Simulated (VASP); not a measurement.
# SiC (F-43m) in VASP: settings compared, part 2 of 2

VASP 6.6.1.

**3. G0W0 quasiparticle levels, r2SCAN**

File POSCAR:

```
SiC
1.0
    0.0000000000      2.1780497436      2.1780497436
    2.1780497436      0.0000000000      2.1780497436
    2.1780497436      2.1780497436      0.0000000000
Si C
1 1
Direct
    0.2500000000      0.2500000000      0.2500000000
    0.0000000000      0.0000000000      0.0000000000
```

File INCAR.step1:

```
PREC     = Accurate       # precision mode
ENCUT    = 500            # plane-wave cutoff, eV
EDIFF    = 1E-8           # SCF threshold, eV
ISMEAR   = 0              # smearing method
SIGMA    = 0.01           # smearing width, eV
LREAL    = False          # projectors in reciprocal space
LASPH    = True           # aspherical terms in the spheres
NELM     = 100            # most SCF steps
ALGO     = Normal         # electronic algorithm
LWAVE    = True           # write WAVECAR
LCHARG   = False          # write CHGCAR
METAGGA  = R2SCAN         # meta-GGA
LMIXTAU  = True
```

File INCAR.step2:

```
PREC     = Accurate       # precision mode
ENCUT    = 500            # plane-wave cutoff, eV
EDIFF    = 1E-8           # SCF threshold, eV
ISMEAR   = 0              # smearing method
SIGMA    = 0.01           # smearing width, eV
LREAL    = False          # projectors in reciprocal space
LASPH    = True           # aspherical terms in the spheres
NELM     = 1              # most SCF steps
ALGO     = Exact          # electronic algorithm
LWAVE    = True           # write WAVECAR
LCHARG   = False          # write CHGCAR
METAGGA  = R2SCAN         # meta-GGA
LMIXTAU  = True         
NBANDS   = 157            # bands
LOPTICS  = True           # frequency-dependent dielectric function
ISTART   = 1
```

File INCAR.step3:

```
PREC     = Accurate       # precision mode
ENCUT    = 500            # plane-wave cutoff, eV
EDIFF    = 1E-8           # SCF threshold, eV
ISMEAR   = 0              # smearing method
SIGMA    = 0.01           # smearing width, eV
LREAL    = False          # projectors in reciprocal space
LASPH    = True           # aspherical terms in the spheres
ALGO     = EVGW0          # electronic algorithm
LWAVE    = False          # write WAVECAR
LCHARG   = False          # write CHGCAR
METAGGA  = R2SCAN         # meta-GGA
LMIXTAU  = True         
NELMGW   = 1            
NBANDS   = 157            # bands
ENCUTGW  = 200            # cutoff of the response function
NOMEGA   = 96             # frequency points
PRECFOCK = Fast         
ISTART   = 1            
NBANDSGW = 12           
OMEGAMAX = 20
```

File KPOINTS:

```
Automatic mesh
0
Gamma
  8 8 8
```

Potentials or basis: VASP PAW PBE potentials, release 64 (Si_GW, C_GW).

The run is started by

```console
$ cat potpaw_PBE.64/Si_GW/POTCAR potpaw_PBE.64/C_GW/POTCAR > POTCAR
$ cp INCAR.step1 INCAR
$ mpirun -np 1 vasp_std > vasp.out
$ cp INCAR.step2 INCAR
$ mpirun -np 1 vasp_std > vasp.out
$ cp INCAR.step3 INCAR
$ mpirun -np 1 vasp_std > vasp.out
```

OUTCAR:

```text
PREC = Accurate
   ENCUT = 500
   EDIFF = 1E-8
   ISMEAR = 0
   LREAL = False
   LASPH = True
   METAGGA = R2SCAN
   NELMGW = 1
   ENCUTGW = 200
   PRECFOCK = Fast
   ISTART = 1

 ion  position               nearest neighbor table
   1  0.250  0.250  0.250-   2 1.89   2 1.89   2 1.89   2 1.89
   2  0.000  0.000  0.000-   1 1.89   1 1.89   1 1.89   1 1.89

  LATTYP: Found a face centered cubic cell.
 ALAT       =     4.3560994872

  Lattice vectors:

 A1 = (   0.0000000000,   2.1780497436,   2.1780497436)
 A2 = (   2.1780497436,   0.0000000000,   2.1780497436)
 A3 = (   2.1780497436,   2.1780497436,   0.0000000000)

Analysis of symmetry for initial positions (statically):
=====================================================================
 Subroutine PRICEL returns:
 Original cell was already a primitive cell.

 Routine SETGRP: Setting up the symmetry group for a
 face centered cubic supercell.

 Subroutine GETGRP returns: Found 24 space group operations
 (whereof 24 operations were pure point group operations)
 out of a pool of 48 trial point group operations.

The static configuration has the point symmetry T_d .

Analysis of symmetry for dynamics (positions and initial velocities):
=====================================================================
 Subroutine PRICEL returns:
 Original cell was already a primitive cell.

 Routine SETGRP: Setting up the symmetry group for a
 face centered cubic supercell.

 Subroutine GETGRP returns: Found 24 space group operations
 (whereof 24 operations were pure point group operations)
 out of a pool of 48 trial point group operations.

The dynamic configuration has the point symmetry T_d .

 Subroutine INISYM returns: Found 24 space group operations
 (whereof 24 operations are pure point group operations),
 and found     1 'primitive' translations

----------------------------------------------------------------------------------------

                                     Primitive cell

  volume of cell :      20.6649

  direct lattice vectors                    reciprocal lattice vectors
     0.000000000  2.178049744  2.178049744    -0.229563168  0.229563168  0.229563168
     2.178049744  0.000000000  2.178049744     0.229563168 -0.229563168  0.229563168
     2.178049744  2.178049744  0.000000000     0.229563168  0.229563168 -0.229563168

  length of vectors
     3.080227487  3.080227487  3.080227487     0.397615071  0.397615071  0.397615071

  position of ions in fractional coordinates (direct lattice)
     0.250000000  0.250000000  0.250000000
     0.000000000  0.000000000  0.000000000

  ion indices of the primitive-cell ions
   primitive index   ion index
                 1           1
                 2           2

[... 22 lines left out ...]
 ===========================================

 Found     29 irreducible k-points:

 Following reciprocal coordinates:
            Coordinates               Weight
  0.000000  0.000000  0.000000      1.000000
  0.125000  0.000000  0.000000      8.000000
  0.250000  0.000000  0.000000      8.000000
  0.375000  0.000000  0.000000      8.000000
  0.500000  0.000000  0.000000      4.000000
  0.125000  0.125000  0.000000      6.000000
[... 16 lines left out ...]
  0.500000  0.250000  0.125000     48.000000
 -0.375000  0.250000  0.125000     24.000000
 [... further k-points ...]
   k-points           NKPTS =     29   k-points in BZ     NKDIM =    512   number of bands    NBANDS=    157
   number of dos      NEDOS =    301   number of ions     NIONS =      2
   total plane-waves  NPLWV =  13824
   dimension x,y,z NGX =    24 NGY =   24 NGZ =   24
   dimension x,y,z NGXF=    48 NGYF=   48 NGZF=   48
   ions per type =               1   1
   NGX,Y,Z   is equivalent  to a cutoff of  12.95, 12.95, 12.95 a.u.
   NGXF,Y,Z  is equivalent  to a cutoff of  25.91, 25.91, 25.91 a.u.
 SYSTEM =  unknown system
   PREC   = accura    normal or accurate (medium, high low for compatibility)
   ISTART =      1    job   : 0-new  1-cont  2-samecut
   ICHARG =      0    charge: 1-file 2-atom 10-const
   ISPIN  =      1    spin polarized calculation?
   LNONCOLLINEAR =      F non collinear calculations
   LSORBIT =      F    spin-orbit coupling
   LASPH  =      T    aspherical Exc in radial PAW
   ENCUT  =  500.0 eV  36.75 Ry    6.06 a.u.   5.62  5.62  5.62*2*pi/ulx,y,z
   NELM   =     60;   NELMIN=  2; NELMDL=  0     # of ELM steps
   EDIFF  = 0.1E-07   stopping-criterion for ELM
   LREAL  =      F    real-space projection
   EDIFFG = 0.1E-06   stopping-criterion for IOM
   NSW    =      0    number of steps for IOM
   IBRION =     -1    ionic relax: 0-MD 1-quasi-New 2-CG
   NFREE  =      0    steps in history (QN), initial steepest desc. (CG)
   ISIF   =      0    stress and relaxation
   ISYM   =      3    0-nonsym 1-usesym 2-fastsym
   POTIM  = 0.5000    time-step for ionic-motion
   TEBEG  =    0.0;   TEEND  =   0.0 temperature during run
   PSTRESS=    0.0 pullay stress
   NELECT =       8.0000    total number of electrons
   NUPDOWN=      -1.0000    fix difference up-down
   EMIN   =  10.00;   EMAX   =-10.00  energy-range for DOS
   EFERMI =   0.00;   METHOD = LEGACY
   ISMEAR =     0;   SIGMA  =   0.01  broadening in eV -4-tet -1-fermi 0-gaus
   EFERMI_NEDOS =   21; number of points for ismear=-14 and -15
   IALGO  =     38    algorithm
   IMIX   =      4    mixing-type and parameters
     AMIX     =   0.40;   BMIX     =  1.00
     AMIX_MAG =   1.60;   BMIX_MAG =  1.00
  volume/ion in A,a.u.               =      10.33        69.73
  Fermi-wavevector in a.u.,A,eV,Ry     =   1.193146  2.254720 19.369228  1.423598
  Thomas-Fermi vector in A             =   2.329168
   LORBIT       =      0    0 simple, 1 ext, 2 COOP (PROOUT), +10 PAW based schemes
   METAGGA = R2SCAN    functional components
   LHFCALC =     T    Hartree Fock is set to
   PRECFOCK=fast      Normal, Fast or Accurate (Low or Medium for compatibility)
   ENCUT4O =  -1.0   cutoff for four orbital integrals eV
   NKREDX  =     1    reduce k-point grid by
   NKREDY  =     1    reduce k-point grid by
   NKREDZ  =     1    reduce k-point grid by
   AEXX    =    1.0000 exact exchange contribution
   HFSCREEN=    0.0000 screening length (either q_TF or 0.3 A-1)
   HFSCREENC=   0.0000 screening length for correlation (either q_TF or 0.3 A-1)
   ENCUTFOCK=  -1.0 apply spherical cutoff to Coloumb kernel
   IVDW    =     0    specifies the selected vdW correction
   LEPSILON=     F    determine dielectric tensor
   LRPA    =     F    only Hartree local field effects (RPA)
   LRPAFORCE           =     F    calculate RPA forces
   ENCUTGW             = 200.0    cutoff for response function in eV
   ENCUTGWSOFT         = 160.0    soft cutoff for Coulomb kernel in GW response function in eV
   ENCUTLF             =  -1.0    cutoff for local field effects
   NELMGW              =     1    number of iterations in solving QP/BSE equation
   NELMHF              =     1    number of iterations in the inner HF iteration
   NKREDLFX            =     1    NKREDLFY  =   1   NKREDLFZ  =   1
 non-spin polarized calculation
 Gauss-broadening in eV      SIGMA  =   0.01
  energy-cutoff  :      500.00
  volume of cell :       20.66
 maximum number of plane-waves:       544
 NGX is ok and might be reduce to    24
  NGX = 14; NGY = 14; NGZ = 14
   NGX = 11   NGY = 11   NGZ = 11
 maximum number of plane-waves:       144

 QP shifts <psi_nk| G(iteration)W_0 |psi_nk>: iteration 1
 for sc-GW calculations column KS-energies equals QP-energies in previous step
 and V_xc(KS)=  KS-energies - (<T + V_ion + V_H > + <T+V_H+V_ion>^1  + <V_x>^1)

 k-point   1 :       0.0000    0.0000    0.0000
  band No.  KS-energies  QP-energies   sigma(KS)   V_xc(KS)     V^pw_x(r,r')   Z            occupation Imag(sigma)

      1      -8.5418      -9.0641     -14.4872     -13.7700     -21.8205       0.7282       2.0000       1.2983
      2       7.6521       7.0158     -15.7811     -14.9849     -17.4553       0.7992       2.0000       0.0257
      3       7.6521       7.0158     -15.7811     -14.9849     -17.4553       0.7992       2.0000       0.0257
      4       7.6521       7.0158     -15.7811     -14.9849     -17.4553       0.7992       2.0000       0.0257
      5      14.4942      14.6569     -12.4562     -12.6618      -7.2989       0.7915       0.0000      -0.0626
      6      15.5062      15.7706     -10.7719     -11.1005      -5.7612       0.8047       0.0000      -0.0599
      7      15.5062      15.7706     -10.7719     -11.1005      -5.7612       0.8047       0.0000      -0.0599
      8      15.5062      15.7706     -10.7719     -11.1005      -5.7612       0.8047       0.0000      -0.0599
      9      22.8536      23.0816     -10.5813     -10.8686      -4.5474       0.7935       0.0000      -0.2191
     10      22.8536      23.0816     -10.5813     -10.8686      -4.5474       0.7935       0.0000      -0.2191
     11      25.3964      24.7720      -9.3781      -8.5849      -2.8424       0.7872       0.0000      -0.3866
     12      26.0369      25.5130      -9.9436      -9.2691      -2.9336       0.7767       0.0000      -0.6140
[... 356 lines left out ...]
      1      -4.2535      -4.6887     -15.5370     -14.9479     -21.8291       0.7386       2.0000       0.7158
      2      -0.4411      -1.2140     -13.7170     -12.6808     -17.8381       0.7459       2.0000       0.2261
      3       3.7990       3.0365     -14.6652     -13.6796     -17.3601       0.7736       2.0000       0.0501
      4       5.3057       4.5744     -14.8324     -13.9052     -17.0151       0.7888       2.0000       0.0329
      5      13.4339      13.5842     -10.8541     -11.0397      -6.1855       0.8097       0.0000      -0.0527
      6      15.5157      15.7081     -11.0136     -11.2533      -5.9118       0.8028       0.0000      -0.0646
      7      18.5574      18.7857     -11.6485     -11.9412      -5.7555       0.7800       0.0000      -0.1257
      8      19.5148      19.6976     -12.0299     -12.2663      -5.8644       0.7733       0.0000      -0.1601
      9      21.9874      21.9074     -10.6496     -10.5457      -3.9915       0.7693       0.0000      -0.2730
     10      24.8995      24.7328     -10.8337     -10.6179      -3.8365       0.7725       0.0000      -0.4548
     11      28.1909      27.7251     -10.1982      -9.6014      -3.0913       0.7805       0.0000      -0.6586
     12      30.2613      30.1697     -11.8112     -11.6920      -4.2234       0.7679       0.0000      -0.8291

 [... further k-points ...]
```

Run time: 13 min. Hardware: 1 thread of Intel Xeon 6975P-C (Granite Rapids), shared host; peak memory 1.4 GiB.

Results:

```yaml
Quasiparticle_gap: 2.42 eV
Least_direct_quasiparticle_gap: 5.87 eV
Band_gap_of_the_starting_levels_on_the_mesh: 1.73 eV
Least_direct_gap_of_the_starting_levels_on_the_mesh: 5.06 eV
```

Caveat: bands, screening cutoff and mesh are small and nothing is extrapolated, so the quasiparticle values aren't converged.
